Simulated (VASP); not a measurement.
# Pb (P6_3/mmc) in VASP: further runs

Pb is run at these levels: LDA; tasks: relaxation of cell and atoms.

Program: VASP 6.6.1. These are calculated values, not measurements. Logs are shortened: lines on timing, memory, paths and dates and some standing lists are left out, and cuts for length are marked.

## (1) The cell of the first run

It takes space group P6_3/mmc (No. 194, hexagonal). The conventional cell has a = 3.417 Å, b = 3.417 Å, c = 5.704 Å, α = 90.00°, β = 90.00°, γ = 120.00°. Pb (site symmetry -6m2) has 12 Pb at 3.42 to 3.47 Å within 4.5 Å.

This isn't the form of Pb at room conditions, which is fcc.

## (2) Relaxation of cell and atoms, LDA

Contents of INCAR:

```
SYSTEM = Pb
PREC = Accurate
ENCUT = 600
EDIFF = 1E-6
ISMEAR = -1
SIGMA = 0.05
LREAL = .False.
LASPH = .True.
NELM = 60
ALGO = Normal
ISIF = 3
LWAVE = .False.
LCHARG = .False.
GGA = CA
IBRION = 2
NSW = 45
EDIFFG = -0.005
```

Contents of KPOINTS:

```
Automatic mesh
0
Gamma
  14 14 8
  0 0 0
```

Contents of POSCAR:

```
Pb
1.0
    3.4166622486      0.0000000000      0.0000000000
   -1.7083311243      2.9589163035      0.0000000000
    0.0000000000      0.0000000000      5.7041585689
Pb
2
Direct
    0.3333333333      0.6666666667      0.2500000000
    0.6666666667      0.3333333333      0.7500000000
```

Potentials or basis: VASP PAW LDA potentials, release 64 (Pb_d).

On the command line:

```sh
$ cat potpaw_LDA.64/Pb_d/POTCAR > POTCAR
$ mpirun -np 1 vasp_std > vasp.out
```

OUTCAR:

```text
SYSTEM = Pb
   PREC = Accurate
   ENCUT = 600
   EDIFF = 1E-6
   ISMEAR = -1
   LREAL = .False.
   LASPH = .True.
   NELM = 60
   ISIF = 3
   GGA = CA
   IBRION = 2
   NSW = 45
   EDIFFG = -0.005

 ion  position               nearest neighbor table
   1  0.333  0.667  0.250-   2 3.47   2 3.47   2 3.47   2 3.47   2 3.47   2 3.47
   2  0.667  0.333  0.750-   1 3.47   1 3.47   1 3.47   1 3.47   1 3.47   1 3.47

  LATTYP: Found a hexagonal cell.
 ALAT       =     3.4166622486
 C/A-ratio  =     1.6695119839

  Lattice vectors:

 A1 = (   3.4166622486,   0.0000000000,   0.0000000000)
 A2 = (  -1.7083311243,   2.9589163035,   0.0000000000)
 A3 = (   0.0000000000,   0.0000000000,   5.7041585689)

Analysis of symmetry for initial positions (statically):
=====================================================================
 Subroutine PRICEL returns:
 Original cell was already a primitive cell.

 Routine SETGRP: Setting up the symmetry group for a
 hexagonal supercell.

 Subroutine GETGRP returns: Found 24 space group operations
 (whereof 12 operations were pure point group operations)
 out of a pool of 24 trial point group operations.

The static configuration has the point symmetry D_3d.
 The point group associated with its full space group is D_6h.

Analysis of symmetry for dynamics (positions and initial velocities):
=====================================================================
 Subroutine PRICEL returns:
 Original cell was already a primitive cell.

 Routine SETGRP: Setting up the symmetry group for a
 hexagonal supercell.

 Subroutine GETGRP returns: Found 24 space group operations
 (whereof 12 operations were pure point group operations)
 out of a pool of 24 trial point group operations.

The dynamic configuration has the point symmetry D_3d.
 The point group associated with its full space group is D_6h.

 Subroutine INISYM returns: Found 24 space group operations
 (whereof 12 operations are pure point group operations),
 and found     1 'primitive' translations

----------------------------------------------------------------------------------------

                                     Primitive cell

  volume of cell :      57.6669

  direct lattice vectors                    reciprocal lattice vectors
     3.416662249  0.000000000  0.000000000     0.292683305  0.168980785  0.000000000
    -1.708331124  2.958916304  0.000000000     0.000000000  0.337961570  0.000000000
     0.000000000  0.000000000  5.704158569     0.000000000  0.000000000  0.175310694

  length of vectors
     3.416662249  3.416662249  5.704158569     0.337961570  0.337961570  0.175310694

  position of ions in fractional coordinates (direct lattice)
     0.333333333  0.666666667  0.250000000
     0.666666667  0.333333333  0.750000000

  ion indices of the primitive-cell ions
   primitive index   ion index
                 1           1
                 2           2

----------------------------------------------------------------------------------------

 KPOINTS: Automatic mesh

Automatic generation of k-mesh.
 Grid dimensions read from file:
 generate k-points for:   14   14    8

 Generating k-lattice:

  Cartesian coordinates                     Fractional coordinates (reciprocal lattice)
     0.020905950  0.012070056  0.000000000     0.071428571  0.000000000  0.000000000
     0.000000000  0.024140112  0.000000000     0.000000000  0.071428571  0.000000000
     0.000000000  0.000000000  0.021913837     0.000000000  0.000000000  0.125000000

  Length of vectors
     0.024140112  0.024140112  0.021913837

  Shift w.r.t. Gamma in fractional coordinates (k-lattice)
     0.000000000  0.000000000  0.000000000

 Subroutine IBZKPT returns following result:
 ===========================================

 Found    120 irreducible k-points:

 Following reciprocal coordinates:
            Coordinates               Weight
  0.000000  0.000000  0.000000      1.000000
  0.071429  0.000000  0.000000      6.000000
  0.142857  0.000000  0.000000      6.000000
  0.214286  0.000000  0.000000      6.000000
  0.285714  0.000000  0.000000      6.000000
  0.357143  0.000000  0.000000      6.000000
[... 16 lines left out ...]
  0.285714  0.285714  0.000000      6.000000
  0.357143  0.285714  0.000000      6.000000
 [... further k-points ...]
   k-points           NKPTS =    120   k-points in BZ     NKDIM =    120   number of bands    NBANDS=     18
   number of dos      NEDOS =    301   number of ions     NIONS =      2
   total plane-waves  NPLWV =  37632
   dimension x,y,z NGX =    28 NGY =   28 NGZ =   48
   dimension x,y,z NGXF=    56 NGYF=   56 NGZF=   96
   ions per type =               2
   NGX,Y,Z   is equivalent  to a cutoff of  13.62, 13.62, 13.99 a.u.
   NGXF,Y,Z  is equivalent  to a cutoff of  27.25, 27.25, 27.98 a.u.
 SYSTEM =  Pb
   PREC   = accura    normal or accurate (medium, high low for compatibility)
   ISTART =      0    job   : 0-new  1-cont  2-samecut
   ICHARG =      2    charge: 1-file 2-atom 10-const
   ISPIN  =      1    spin polarized calculation?
   LNONCOLLINEAR =      F non collinear calculations
   LSORBIT =      F    spin-orbit coupling
   LASPH  =      T    aspherical Exc in radial PAW
   ENCUT  =  600.0 eV  44.10 Ry    6.64 a.u.   6.82  6.82 11.39*2*pi/ulx,y,z
   NELM   =     60;   NELMIN=  2; NELMDL= -5     # of ELM steps
   EDIFF  = 0.1E-05   stopping-criterion for ELM
   LREAL  =      F    real-space projection
   EDIFFG = -.5E-02   stopping-criterion for IOM
   NSW    =     45    number of steps for IOM
   IBRION =      2    ionic relax: 0-MD 1-quasi-New 2-CG
   NFREE  =      1    steps in history (QN), initial steepest desc. (CG)
   ISIF   =      3    stress and relaxation
   ISYM   =      2    0-nonsym 1-usesym 2-fastsym
   POTIM  = 0.5000    time-step for ionic-motion
   TEBEG  =    0.0;   TEEND  =   0.0 temperature during run
   PSTRESS=    0.0 pullay stress
   NELECT =      28.0000    total number of electrons
   NUPDOWN=      -1.0000    fix difference up-down
   EMIN   =  10.00;   EMAX   =-10.00  energy-range for DOS
   EFERMI =   0.00;   METHOD = LEGACY
   ISMEAR =    -1;   SIGMA  =   0.05  broadening in eV -4-tet -1-fermi 0-gaus
   EFERMI_NEDOS =   21; number of points for ismear=-14 and -15
   IALGO  =     38    algorithm
   IMIX   =      4    mixing-type and parameters
     AMIX     =   0.40;   BMIX     =  1.00
     AMIX_MAG =   1.60;   BMIX_MAG =  1.00
  volume/ion in A,a.u.               =      28.83       194.58
  Fermi-wavevector in a.u.,A,eV,Ry     =   1.286724  2.431556 22.526604  1.655659
  Thomas-Fermi vector in A             =   2.418781
   LORBIT       =      0    0 simple, 1 ext, 2 COOP (PROOUT), +10 PAW based schemes
   GGA     = CA    functional components
   LHFCALC =     F    Hartree Fock is set to
   AEXX    =    0.0000 exact exchange contribution
   IVDW    =     0    specifies the selected vdW correction
   LEPSILON=     F    determine dielectric tensor
   LRPA    =     F    only Hartree local field effects (RPA)
 conjugate gradient relaxation of ions
 non-spin polarized calculation
  energy-cutoff  :      600.00
  volume of cell :       57.67
 maximum number of plane-waves:      1944
 NGX is ok and might be reduce to    28
   NGX = 13   NGY = 13   NGZ = 23

--------------------------------------- Ionic step        1  -------------------------------------------

 number of electron      28.0000003 magnetization

 Free energy of the ion-electron system (eV)
  ---------------------------------------------------
  ext. energy  EPLUGINS =         0.00000000
  ---------------------------------------------------
  free energy    TOTEN  =        -8.49326214 eV

  energy without entropy =       -8.48445305  energy(sigma->0) =       -8.48885760

------------------------ aborting loop because EDIFF is reached ----------------------------------------

  FORCE on cell =-STRESS in cart. coord.  units (eV):
  Direction    XX          YY          ZZ          XY          YZ          ZX
  --------------------------------------------------------------------------------------
  -------------------------------------------------------------------------------------
  Total        0.0473798      0.0473798      0.0613753     -0.0000000      0.0000000     -0.0000000
  in kB        1.3163692      1.3163692      1.7052090     -0.0000000      0.0000000     -0.0000000
  external PRESSURE =       1.4459825 kB  Pullay stress =       0.0000000 kB
[... 93 lines left out ...]
  energy  without entropy=       -8.4844214285  energy(sigma->0) =       -8.48887137

--------------------------------------- Ionic step        4  -------------------------------------------

 number of electron      28.0000004 magnetization

 Free energy of the ion-electron system (eV)
  ---------------------------------------------------
  ext. energy  EPLUGINS =         0.00000000
  ---------------------------------------------------
  free energy    TOTEN  =        -8.49331629 eV

  energy without entropy =       -8.48444105  energy(sigma->0) =       -8.48887867

 E-fermi :   7.5446     XC(G=0): -10.6911

 val. band max:        7.5295971869   @ k =   0.5000   0.0000   0.1250
 cond. band min:       7.5448793835   @ k =   0.3571   0.2143   0.0000
 fundamental gap:      0.0152821966
 Fermi energy:         7.5445888538

 k-point     1 :       0.0000    0.0000    0.0000
  band No.  band energies     occupation
      1      -9.5359      2.00000
      2      -9.5055      2.00000
      3      -9.4731      2.00000
      4      -9.4731      2.00000
      5      -9.4501      2.00000
      6      -9.4501      2.00000
[... 10 lines left out ...]
     17      15.4251      0.00000
     18      15.4251      0.00000
[... 466 lines left out ...]
      2      -9.4553      2.00000
      3      -9.4150      2.00000
      4      -9.4053      2.00000
      5      -9.3882      2.00000
      6      -9.3390      2.00000
[... 10 lines left out ...]
     17       8.4875      0.00000
     18       9.0781      0.00000

 [... further k-points ...]

------------------------ aborting loop because EDIFF is reached ----------------------------------------

  FORCE on cell =-STRESS in cart. coord.  units (eV):
  Direction    XX          YY          ZZ          XY          YZ          ZX
  --------------------------------------------------------------------------------------
  -------------------------------------------------------------------------------------
  Total       -0.0015599     -0.0015599      0.0058526      0.0000000      0.0000000      0.0000000
  in kB       -0.0432636     -0.0432636      0.1623192      0.0000000      0.0000000      0.0000000
  external PRESSURE =       0.0252640 kB  Pullay stress =       0.0000000 kB
[... 17 lines left out ...]
  FREE ENERGIE OF THE ION-ELECTRON SYSTEM (eV)
  ---------------------------------------------------
  free  energy   TOTEN  =        -8.4933162901 eV

  energy  without entropy=       -8.4844410468  energy(sigma->0) =       -8.48887867

 reached required accuracy - stopping structural energy minimisation
```

Wall time 80 s (1 thread of Intel Xeon 6975P-C (Granite Rapids), shared host); peak memory 0.26 GiB.

What came out:

```yaml
Free_energy: -8.4933 eV
Relaxed_volume: 28.88 Å³/atom
Relaxed_cell: a = 3.418 Å, b = 3.418 Å, c = 5.708 Å, α = 90.00°, β = 90.00°, γ = 120.00°
Space_group_after_relaxing_to_0.1_Å: P6_3/mmc (No. 194)
Energy_gained_by_relaxing: 0.0 meV/atom
Ionic_steps: 4
Pressure_after_relaxing: 0.0 GPa
Band_gap_on_the_k_mesh: zero (bands 14 and 15 overlap by 7.91 eV)
```

Final structure:
```xyz
2
Lattice="3.4185 0.0000 0.0000 -1.7092 2.9605 0.0000 0.0000 0.0000 5.7081" Properties=species:S:1:pos:R:3 pbc="T T T"
Pb    0.0000    1.9737    1.4270
Pb    1.7092    0.9868    4.2811
```

Levels at points of the mesh, in eV from the Fermi level:
```tsv
k point	band 11	band 12	band 13	band 14	band 15	band 16	band 17	band 18
(0.00, 0.00, 0.00)	-12.09	-8.38	-4.47	6.07	6.07	7.44	7.88	7.88
(0.50, 0.00, 0.00)	-8.31	-7.11	-3.09	-1.73	-0.53	1.78	2.27	5.79
(0.00, 0.00, 0.50)	-10.87	-10.87	0.57	0.57	6.92	6.92	6.92	6.92
(0.50, 0.00, 0.50)	-7.51	-7.51	-3.88	-3.88	3.54	3.54	3.65	3.65
```

Caveat: spin-orbit coupling is left out, which moves the levels of the heavy elements.

## (3) Relaxation of cell and atoms, LDA

This run uses another cell than the first one, of 28.97 Å³/atom.

Contents of INCAR:

```
SYSTEM = Pb
PREC     = Accurate       ! precision mode
ENCUT    = 600            ! plane-wave cutoff, eV
EDIFF    = 1E-6           ! SCF threshold, eV
ISMEAR   = -1             ! smearing method
SIGMA    = 0.05           ! smearing width, eV
LREAL    = .False.        ! projectors in reciprocal space
LASPH    = .True.         ! aspherical terms in the spheres
NELM     = 60             ! most SCF steps
ALGO     = Normal         ! electronic algorithm
ISIF     = 3              ! what is computed and relaxed
LWAVE    = .False.        ! write WAVECAR
LCHARG   = .False.        ! write CHGCAR
GGA      = CA             ! functional
IBRION   = 2              ! ionic algorithm
NSW      = 60             ! ionic steps
EDIFFG   = -0.005         ! ionic threshold
```

KPOINTS is that of step 2.

Contents of POSCAR:

```
Pb
1.0
    3.4564023515      0.0000000000      0.0000000000
   -1.7282011757      2.9933322421      0.0000000000
    0.0000000000      0.0000000000      5.5993718094
Pb
2
Direct
    0.3333333333      0.6666666667      0.2500000000
    0.6666666667      0.3333333333      0.7500000000
```

Potentials or basis: VASP PAW LDA potentials, release 64 (Pb_d).

On the command line:

```sh
$ cat potpaw_LDA.64/Pb_d/POTCAR > POTCAR
$ mpirun -np 1 vasp_std > vasp.out
```

It took 5.2 min on 1 thread of Intel Xeon 6975P-C (Granite Rapids), shared host; peak memory 0.26 GiB.

Results (log left out):

```yaml
Free_energy: -8.4933 eV
Relaxed_volume: 28.91 Å³/atom
Relaxed_cell: a = 3.420 Å, b = 3.420 Å, c = 5.709 Å, α = 90.00°, β = 90.00°, γ = 120.00°
Space_group_after_relaxing_to_0.1_Å: P6_3/mmc (No. 194)
Energy_gained_by_relaxing: 3.0 meV/atom
Ionic_steps: 17
Pressure_after_relaxing: 0.0 GPa
Band_gap_on_the_k_mesh: zero (bands 14 and 15 overlap by 7.90 eV)
```

The path:
| step | energy change (eV) | largest force (eV/Å) | pressure (GPa) | volume (Å³) |
| --- | --- | --- | --- | --- |
| 1 | 0.0000 | 0.0000 | 0.00 | 57.93 |
| 2 | -0.0040 | 0.0000 | -0.06 | 57.93 |
| 3 | -0.0059 | 0.0000 | -0.10 | 57.92 |
| 4 | -0.0060 | 0.0000 | -0.10 | 57.93 |
| 5 | -0.0060 | 0.0000 | -0.10 | 57.93 |
| 6 | -0.0060 | 0.0000 | -0.11 | 57.93 |
| 7 | -0.0060 | 0.0000 | 0.07 | 57.73 |
| 8 | -0.0061 | 0.0000 | 0.06 | 57.81 |
| 9 | -0.0061 | 0.0000 | 0.00 | 57.86 |
| 10 | -0.0061 | 0.0000 | -0.03 | 57.85 |
| 11 | -0.0061 | 0.0000 | -0.04 | 57.84 |
| 12 | -0.0061 | 0.0000 | -0.03 | 57.84 |
| 13 | -0.0061 | 0.0000 | -0.03 | 57.85 |
| 14 | -0.0061 | 0.0000 | -0.04 | 57.83 |
| 15 | -0.0061 | 0.0000 | 0.02 | 57.78 |
| 16 | -0.0061 | 0.0000 | 0.03 | 57.81 |
| 17 | -0.0061 | 0.0000 | 0.00 | 57.82 |

Final structure:
```yaml
crystal:
  lattice:
    - [3.41975, 0.00000, 0.00000]
    - [-1.70988, 2.96159, 0.00000]
    - [0.00000, 0.00000, 5.70913]
  atoms:
    - { symbol: Pb, position: [0.33333, 0.66667, 0.25000] }
    - { symbol: Pb, position: [0.66667, 0.33333, 0.75000] }
```

Levels at points of the mesh, in eV from the Fermi level:
```
           k point  band 12  band 13  band 14  band 15  band 16  band 17
(0.00, 0.00, 0.00)    -8.38    -4.46     6.06     6.06     7.44     7.87
(0.50, 0.00, 0.00)    -7.11    -3.09    -1.72    -0.53     1.78     2.27
(0.00, 0.00, 0.50)   -10.86     0.58     0.58     6.91     6.91     6.91
(0.50, 0.00, 0.50)    -7.51    -3.87    -3.87     3.53     3.53     3.64
```

Caveat: spin-orbit coupling is left out, which moves the levels of the heavy elements.
